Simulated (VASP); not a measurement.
B2As3: single point with r2SCAN

The system is B2As3.

```
B As
1.0
     3.29740    0.00000    0.00000
    -1.64870    2.85563    0.00000
     0.00000    0.00000    8.05666
B As
2 3
Direct
  0.33333 0.66667 0.20165
  0.66667 0.33333 0.79835
  0.00000 0.00000 0.00000
  0.33333 0.66667 0.69052
  0.66667 0.33333 0.30948
```

```yaml
Program: VASP 6.6.1
Task: single point
Functional: r2SCAN
Potentials_or_basis: VASP PAW PBE potentials, release 64 (B, As)
Cutoff: 520 eV
k_mesh: 12 × 12 × 6
Occupations: gaussian, width 0.1 eV
Spin: no spin polarisation
```

```json
{
 "Pressure": "0.1 GPa",
 "Largest force": "0.024 eV/Å",
 "Band gap on the k mesh": "zero (an odd number of electrons rules out a gap without spin polarisation)"
}
```

Forces on the atoms (eV/Å):
```
B    0.000  0.000 -0.012
B    0.000  0.000  0.012
As   0.000  0.000  0.000
As   0.000  0.000 -0.024
As   0.000  0.000  0.024
```

Levels at points of the mesh, in eV from the Fermi level:
```csv
k point,band 7,band 8,band 9,band 10,band 11,band 12,band 13,band 14
"(0.00, 0.00, 0.00)",-0.57,-0.46,-0.46,1.35,1.35,2.26,4.09,4.39
"(0.50, 0.00, 0.00)",-3.75,-2.78,-2.31,-2.15,-0.36,0.16,1.16,2.91
"(0.00, 0.00, 0.50)",-0.54,-0.49,-0.47,-0.47,1.32,1.32,4.37,4.37
"(0.50, 0.00, 0.50)",-3.67,-3.42,-2.97,-2.93,0.32,1.36,1.38,2.63
```

It took 16 min on 1 thread of Intel Xeon 8259CL (shared host), peak memory 0.3 GiB.

Caveat: the PAW data sets were made with another functional, which shifts forces and pressure a little; an odd number of electrons without spin polarisation forces a metal; a magnetic or distorted state may lie lower.
